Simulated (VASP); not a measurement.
Input of a VASP 6.6.1 run:

The input INCAR:

```
  PREC = Accurate
  ENCUT = 520
  EDIFF = 1E-6
  ISMEAR = 0
  SIGMA = 0.1
  LREAL = False
  LASPH = True
  NELM = 80
  ALGO = Fast
  ISIF = 2
  LWAVE = False
  LCHARG = False
  GGA = PE
  NBANDS = 38
```

KPOINTS

```
Automatic mesh
0
Gamma
  8 8 6
```

The input POSCAR:

```
Hg
1.0
    3.1474431449     -4.8737439727      0.0000000000
    3.1474431449      4.8737439727      0.0000000000
    0.0000000000      0.0000000000      6.3885741723
Hg
5
Direct
    0.5000000000      0.0000000000      0.2547295153
    0.0000000000      0.5000000000      0.7452704847
    0.0000000000      0.5000000000      0.2547295153
    0.5000000000      0.0000000000      0.7452704847
    0.0000000000      0.0000000000      0.0000000000
```

Potentials or basis: VASP PAW PBE potentials, release 64 (Hg).

Launch:

```bash
$ cat potpaw_PBE.64/Hg/POTCAR > POTCAR
$ mpirun -np 1 vasp_std > vasp.out
```

(1) What does it give for the band gap on the k mesh?

(2) What does it give for the pressure?

## Answers

(1) zero (bands 30 and 31 overlap by 0.49 eV).

(2) 0.0 GPa.

Caveat: spin-orbit coupling is left out, which moves the levels of the heavy elements.
